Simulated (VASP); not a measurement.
# AlP: single point with PBEsol

Crystal: AlP.

```
CELL_PARAMETERS angstrom
0.00000 2.61705 2.61705
2.61705 0.00000 2.61705
2.61705 2.61705 0.00000
ATOMIC_POSITIONS crystal
Al 0.00000 0.00000 0.00000
P 0.75000 0.75000 0.75000
```

```yaml
Program: VASP 6.6.1
Task: single point
Functional: PBEsol
Potentials_or_basis: VASP PAW PBE potentials, release 64 (Al, P)
Cutoff: 500 eV
k_mesh: 10 × 10 × 10
Occupations: gaussian, width 0.02 eV
Spin: no spin polarisation
```

```yaml
Pressure: 15.1 GPa
Band_gap_on_the_k_mesh: 1.16 eV, indirect (least direct gap 3.56 eV)
```

Levels at points of the mesh, in eV from the valence-band top:
```
           k point  band 1  band 2  band 3  band 4  band 5  band 6  band 7  band 8  band 9
(0.00, 0.00, 0.00)  -12.31    0.00    0.00    0.00    4.30    4.68    4.68    4.68    8.94
(0.50, 0.00, 0.00)  -10.28   -6.19   -0.84   -0.84    3.21    4.76    4.76    8.40   11.92
(0.50, 0.50, 0.00)   -9.47   -5.80   -2.40   -2.40    1.16    2.30   12.05   12.05   12.66
```

It took 8.8 s on 1 thread of Intel(R) Xeon(R) 6975P-C (Granite Rapids) (shared host), peak memory 0.15 GiB.

Caveat: the PAW data sets were made with another functional, which shifts forces and pressure a little. A hybrid or GW would open this gap; PBEsol tends to underestimate it.
